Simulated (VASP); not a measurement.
## AlCo: single point with PBEsol

Crystal: AlCo.

```
Al Co
1.0
     2.87794    0.00000    0.00000
     0.00000    2.87794    0.00000
     0.00000    0.00000    2.87794
Al Co
1 1
Cartesian
  0.0000 0.0000 0.0000
  1.4390 1.4390 1.4390
```

This cell differs from its parent crystal: volume scaled by 1.06.

| Item | Value |
| --- | --- |
| Program | VASP 6.6.1 |
| Task | single point |
| Functional | PBEsol |
| Potentials or basis | VASP PAW PBE potentials, release 64 (Al, Co) |
| Cutoff | 520 eV |
| k mesh | 14 × 14 × 14 |
| Occupations | gaussian, width 0.1 eV |
| Spin | no spin polarisation |

- Pressure: -9.9 GPa
- Band gap on the k mesh: zero (band 6 reaches 12.43 eV, above the bottom of band 7 at 9.81 eV)

Levels at points of the mesh, in eV from the Fermi level:
```
           k point  band 4  band 5  band 6  band 7  band 8  band 9
(0.00, 0.00, 0.00)   -0.78   -0.78   -0.78    5.82    5.82    5.82
(0.50, 0.00, 0.00)   -1.63   -1.63   -0.67    0.15    8.38   10.42
(0.50, 0.50, 0.00)   -2.60   -1.42   -1.42   -0.25    2.31    3.33
(0.50, 0.50, 0.50)   -0.21   -0.21    2.37    2.37    2.37    3.88
```

Wall time 13 s on 1 thread of Intel(R) Xeon(R) Platinum 8488C (Sapphire Rapids), with other jobs on the host, peak memory 0.17 GiB.

Caveat: the PAW data sets were made with another functional, which shifts forces and pressure a little. Spin polarisation is off, so any magnetic state and its effect on volume and gap are missing.
